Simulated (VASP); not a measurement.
# Al3GaN4 (Pm) in VASP: further runs, part 2 of 2

VASP 6.6.1. The steps go on from the part before.

## Step 4: Single point, r2SCAN (the distance across one plane changed)

Contents of POSCAR:

```
Al3GaN4
1.0
   -5.0380822009      0.0000000000     -0.0000609628
    0.0000000000     -3.1249488261      0.0000000000
   -0.0065935851      0.0000000000     11.8207859610
Al Ga N
6 2 8
Direct
    0.4998686913      0.5000000000      0.7636088345
    0.4998145342      0.5000000000      0.3059072060
    0.9993498262      0.5000000000      0.1537886337
    0.9994039832      0.5000000000      0.6114902622
    0.9990949302      1.0000000000      0.8388501257
    0.9990407732      1.0000000000      0.3811484973
    0.5005143733      1.0000000000      0.0765755258
    0.5005685304      1.0000000000      0.5342771542
    0.8893020881      1.0000000000      0.0766270392
    0.8893562452      1.0000000000      0.5343286676
    0.8774147570      0.5000000000      0.7635526365
    0.8773605999      0.5000000000      0.3058510080
    0.3746049106      0.5000000000      0.1564337232
    0.3746590676      0.5000000000      0.6141353516
    0.3766851563      1.0000000000      0.8362047410
    0.3766309993      1.0000000000      0.3785031126
```

Contents of INCAR.step1:

```
PREC     = Accurate       # precision mode
ENCUT    = 520            # plane-wave cutoff, eV
ISMEAR   = 0              # smearing method
SIGMA    = 0.05           # smearing width, eV
LREAL    = Auto         
LASPH    = T              # aspherical terms in the spheres
NELM     = 80             # most SCF steps
NBANDS   = 56             # bands
GGA      = PE             # functional
ALGO     = Normal         # electronic algorithm
EDIFF    = 1E-4           # SCF threshold, eV
LWAVE    = T              # write WAVECAR
LCHARG   = F              # write CHGCAR
```

Contents of INCAR.step2:

```
PREC     = Accurate       # precision mode
ENCUT    = 520            # plane-wave cutoff, eV
EDIFF    = 1E-6           # SCF threshold, eV
ISMEAR   = 0              # smearing method
SIGMA    = 0.05           # smearing width, eV
LREAL    = Auto         
LASPH    = T              # aspherical terms in the spheres
NELM     = 80             # most SCF steps
ALGO     = Normal         # electronic algorithm
ISIF     = 2              # what is computed and relaxed
LWAVE    = F              # write WAVECAR
LCHARG   = F              # write CHGCAR
METAGGA  = R2SCAN         # meta-GGA
LMIXTAU  = T            
NBANDS   = 56             # bands
ISTART   = 1
```

Contents of KPOINTS:

```
Automatic mesh
0
Gamma
  5 7 2
```

Started as:

```sh
> cat potpaw_PBE.64/Al/POTCAR potpaw_PBE.64/Ga_d/POTCAR potpaw_PBE.64/N/POTCAR > POTCAR
> cp INCAR.step1 INCAR
> mpirun -np 1 vasp_std > vasp.out
> cp INCAR.step2 INCAR
> mpirun -np 1 vasp_std > vasp.out
```

Wall time 43 min (1 thread of Oxide Virtual Turin-like, shared host); peak memory 0.36 GiB.

Results (log left out):

| Quantity | Value |
| --- | --- |
| Free energy | -155.8291 eV |
| Pressure | -4.7 GPa |
| Largest force | 1.633 eV/Å |
| Band gap on the k mesh | 2.56 eV (least direct gap 2.64 eV) |

Forces in eV/Å, atoms in the order of the input:
```
Al   0.719  0.000  1.467
Al  -0.289  0.000  0.235
Al   0.646  0.000 -1.314
Al  -0.284  0.000 -0.103
Al  -1.237  0.000  0.057
Al   0.079  0.000 -0.076
Ga  -1.208  0.000 -0.349
Ga   0.085  0.000  0.130
N    0.526  0.000 -0.610
N   -0.063  0.000  0.154
N    0.167  0.000  0.968
N   -0.033  0.000  0.301
N    0.322  0.000 -0.866
N   -0.019  0.000 -0.294
N    0.547  0.000  0.616
N    0.043  0.000 -0.315
```

Stress tensor (GPa, compression positive):
```
-3.82  0.00  0.16
 0.00 -0.95  0.00
 0.16  0.00 -9.44
```

Levels at points of the mesh, in eV from the valence-band top:
```csv
k point,band 38,band 39,band 40,band 41,band 42,band 43,band 44,band 45,band 46,band 47
"(0.00, 0.00, 0.00)",-0.57,-0.30,-0.12,-0.09,-0.09,2.56,3.83,5.31,5.92,6.19
"(0.00, 0.00, 0.50)",-0.56,-0.37,-0.24,-0.13,-0.07,2.96,3.85,4.85,6.11,6.47
```

Caveat: the cell differs from its parent crystal (the distance across one plane changed); the stress differs along the axes, from -9 to -1 GPa; the PAW data sets were made with another functional, which shifts forces and pressure a little. A k mesh can miss the band edges.

## Step 5: Single point, r2SCAN (the distance across one plane changed)

Contents of POSCAR:

```
Al3GaN4
1.0
   -5.0380822009      0.0000000000     -0.0000609628
    0.0000000000     -3.1249488261      0.0000000000
   -0.0066540871      0.0000000000     16.8207859607
Al Ga N
6 2 8
Direct
    0.5001593117      0.5000000000      0.5366251392
    0.4999309589      0.5000000000      0.2149759008
    0.9994083563      0.5000000000      0.1080747672
    0.9996367091      0.5000000000      0.4297240056
    0.9994141866      1.0000000000      0.5895008611
    0.9991858338      1.0000000000      0.2678516227
    0.5005435170      1.0000000000      0.0538133536
    0.5007718699      1.0000000000      0.3754625920
    0.8893312514      1.0000000000      0.0538495545
    0.8895596043      1.0000000000      0.3754987930
    0.8777053560      0.5000000000      0.5365856462
    0.8774770031      0.5000000000      0.2149364077
    0.3746644474      0.5000000000      0.1099336004
    0.3748928002      0.5000000000      0.4315828389
    0.3770034059      1.0000000000      0.5876418204
    0.3767750530      1.0000000000      0.2659925819
```

Contents of INCAR.step1:

```
SYSTEM = Al3GaN4
  PREC = Accurate
  ENCUT = 520
  ISMEAR = 0
  SIGMA = 0.05
  LREAL = Auto
  LASPH = .TRUE.
  NELM = 60
  NBANDS = 56
  GGA = PE
  ALGO = Normal
  EDIFF = 1E-4
  LWAVE = .TRUE.
  LCHARG = .FALSE.
```

Contents of INCAR.step2:

```
SYSTEM = Al3GaN4
  PREC = Accurate
  ENCUT = 520
  EDIFF = 1E-6
  ISMEAR = 0
  SIGMA = 0.05
  LREAL = Auto
  LASPH = .TRUE.
  NELM = 60
  ALGO = Normal
  ISIF = 2
  LWAVE = .FALSE.
  LCHARG = .FALSE.
  METAGGA = R2SCAN
  LMIXTAU = .TRUE.
  NBANDS = 56
  ISTART = 1
```

Contents of KPOINTS:

```
Automatic mesh
0
G
  5 7 2
  0 0 0
```

Potentials or basis: VASP PAW PBE potentials, release 64 (Al, Ga_d, N).

Started as:

```sh
> cat potpaw_PBE.64/Al/POTCAR potpaw_PBE.64/Ga_d/POTCAR potpaw_PBE.64/N/POTCAR > POTCAR
> cp INCAR.step1 INCAR
> mpirun -np 1 vasp_std > vasp.out
> cp INCAR.step2 INCAR
> mpirun -np 1 vasp_std > vasp.out
```

OUTCAR:

```text
SYSTEM = Al3GaN4
   PREC = Accurate
   ENCUT = 520
   EDIFF = 1E-6
   ISMEAR = 0
   LREAL = Auto
   LASPH = .TRUE.
   NELM = 60
   ISIF = 2
   METAGGA = R2SCAN
   ISTART = 1

 ion  position               nearest neighbor table
   1  0.500  0.500  0.537-  14 1.88  15 1.89  15 1.89  11 1.90   5 3.09   5 3.09   4 3.09   5 3.10
                             5 3.10   4 3.10   8 3.13   8 3.13
   2  0.500  0.500  0.215-  13 1.88  16 1.89  16 1.89  12 1.90   6 3.09   6 3.09   3 3.09   6 3.10
                             6 3.10   3 3.10   8 3.12   8 3.12   7 3.13   7 3.13
   3  0.999  0.500  0.108-  13 1.89   9 1.89   9 1.89  12 1.90   2 3.09   7 3.10   7 3.10   2 3.10
                             7 3.11   7 3.11   6 3.11   6 3.11
   4  1.000  0.500  0.430-  14 1.89  10 1.89  10 1.89  11 1.90   1 3.09   8 3.10   8 3.10   1 3.10
[... 1616 lines left out ...]
  external PRESSURE =     -26.3825476 kB  Pullay stress =       0.0000000 kB

 VOLUME and BASIS-vectors are now :
 -----------------------------------------------------------------------------
  energy-cutoff  :      520.00
  volume of cell :      264.82
      direct lattice vectors                 reciprocal lattice vectors
    -5.038082201  0.000000000 -0.000060963    -0.198488225  0.000000000 -0.000078519
     0.000000000 -3.124948826  0.000000000     0.000000000 -0.320005240  0.000000000
    -0.006654087  0.000000000 16.820785961    -0.000000719  0.000000000  0.059450254

 POSITION                                       TOTAL-FORCE (eV/Angst)
 -----------------------------------------------------------------------------------
     -2.52341     -1.56247      9.02643         1.229616      0.000000      1.783767
     -2.52012     -1.56247      3.61603        -0.465399      0.000000      0.329690
     -5.03582     -1.56247      1.81784         1.150888      0.000000     -1.641351
     -5.03911     -1.56247      7.22823        -0.469640      0.000000     -0.230495
     -5.03905      0.00000      9.91581        -2.092630      0.000000     -2.266819
     -5.03576      0.00000      4.50541         0.130447      0.000000     -0.163681
[... 8 lines left out ...]
     -1.90328      0.00000      9.88457         0.983691      0.000000     -0.314062
     -1.89999      0.00000      4.47418         0.053952      0.000000     -0.391382
 -----------------------------------------------------------------------------------
    total drift:                                0.115865      0.000000     -0.001033

  FREE ENERGIE OF THE ION-ELECTRON SYSTEM (eV)
  ---------------------------------------------------
  free  energy   TOTEN  =      -153.7497401224 eV

  energy  without entropy=     -153.7497401224  energy(sigma->0) =     -153.74974012
```

OSZICAR.step1:

```text
N       E                     dE             d eps       ncg     rms          rms(c)
DAV:   1     0.830525644094E+03    0.83053E+03   -0.35826E+04  2976   0.166E+03
DAV:   2     0.362565203507E+02   -0.79427E+03   -0.74195E+03  3216   0.490E+02
DAV:   3    -0.118188526802E+03   -0.15445E+03   -0.15051E+03  3136   0.173E+02
DAV:   4    -0.130668730471E+03   -0.12480E+02   -0.12387E+02  3856   0.558E+01
DAV:   5    -0.130968728454E+03   -0.30000E+00   -0.29911E+00  3488   0.814E+00    0.245E+01
DAV:   6    -0.109031366067E+03    0.21937E+02   -0.80395E+01  4416   0.599E+01    0.814E+00
DAV:   7    -0.109126054894E+03   -0.94689E-01   -0.75619E+00  3216   0.131E+01    0.592E+00
DAV:   8    -0.108894000000E+03    0.23205E+00   -0.13082E+00  3824   0.894E+00    0.154E+00
DAV:   9    -0.108839196004E+03    0.54804E-01   -0.29951E-01  4112   0.601E+00    0.693E-01
DAV:  10    -0.108839289241E+03   -0.93237E-04   -0.51276E-02  3648   0.184E+00    0.378E-01
DAV:  11    -0.108837242116E+03    0.20471E-02   -0.17035E-02  3216   0.883E-01    0.166E-01
DAV:  12    -0.108837050145E+03    0.19197E-03   -0.46015E-03  3448   0.535E-01    0.882E-02
DAV:  13    -0.108838189764E+03   -0.11396E-02   -0.15207E-03  3272   0.307E-01    0.648E-02
DAV:  14    -0.108840139679E+03   -0.19499E-02   -0.14140E-03  2984   0.174E-01    0.357E-02
DAV:  15    -0.108841075339E+03   -0.93566E-03   -0.47834E-04  2384   0.985E-02    0.247E-02
DAV:  16    -0.108841248147E+03   -0.17281E-03   -0.15750E-04  2000   0.623E-02    0.899E-03
DAV:  17    -0.108841251219E+03   -0.30716E-05   -0.23186E-05  2168   0.398E-02
   1 F= -.10884125E+03 E0= -.10884125E+03  d E =-.259436E-15
```

Run time: 63 min. Hardware: 1 thread of Oxide Virtual Turin-like, shared host; peak memory 0.47 GiB.

Results:

```
Free energy            : -153.7497 eV
Pressure               : -2.6 GPa
Largest force          : 3.085 eV/Å
Band gap on the k mesh : 1.46 eV (least direct gap 1.55 eV)
```

Forces in eV/Å, atoms in the order of the input:
```
Al   1.230  0.000  1.784
Al  -0.465  0.000  0.330
Al   1.151  0.000 -1.641
Al  -0.470  0.000 -0.230
Al  -2.093  0.000 -2.267
Al   0.130  0.000 -0.164
Ga  -2.129  0.000  1.492
Ga   0.140  0.000  0.179
N    0.907  0.000  0.664
N   -0.053  0.000  0.280
N    0.308  0.000  1.267
N   -0.085  0.000  0.559
N    0.480  0.000 -1.059
N   -0.089  0.000 -0.489
N    0.984  0.000 -0.314
N    0.054  0.000 -0.391
```

Stress tensor (GPa, compression positive):
```
-5.83  0.00  0.07
 0.00 -0.38  0.00
 0.07  0.00 -1.71
```

Caveat: the cell differs from its parent crystal (the distance across one plane changed); the stress differs along the axes, from -6 to -0 GPa; the PAW data sets were made with another functional, which shifts forces and pressure a little. A k mesh can miss the band edges.

## Step 6: Overview

| cell | gap on the mesh (eV) | pressure (GPa) | largest force (eV/Å) |
| --- | --- | --- | --- |
| a = 5.038, b = 3.125, c = 11.321 Å, 16 atoms | 3.50 | -4.5 | 1.44 |
| a = 5.038, b = 3.125, c = 11.571 Å, 16 atoms | 3.05 | -4.8 | 1.38 |
| a = 5.038, b = 3.125, c = 11.821 Å, 16 atoms | 2.56 | -4.7 | 1.63 |
| a = 5.038, b = 3.125, c = 16.821 Å, 16 atoms | 1.46 | -2.6 | 3.09 |

Alike in all rows: task single point; level r2SCAN; potentials or basis VASP PAW PBE potentials, release 64 (Al, Ga_d, N); no spin polarisation; k mesh 5 × 7 × 2; cutoff (eV) 520; smearing gaussian 0.05 eV.

Caveats: the PAW data sets were made with another functional, which shifts forces and pressure a little; the stress differs along the axes, from -11 to -1 GPa (at least some runs); the stress differs along the axes, from -9 to -1 GPa (at least some runs); the stress differs along the axes, from -6 to -0 GPa (at least some runs).

Total energies depend on the potentials used, so only differences within one code and one set of settings carry meaning.
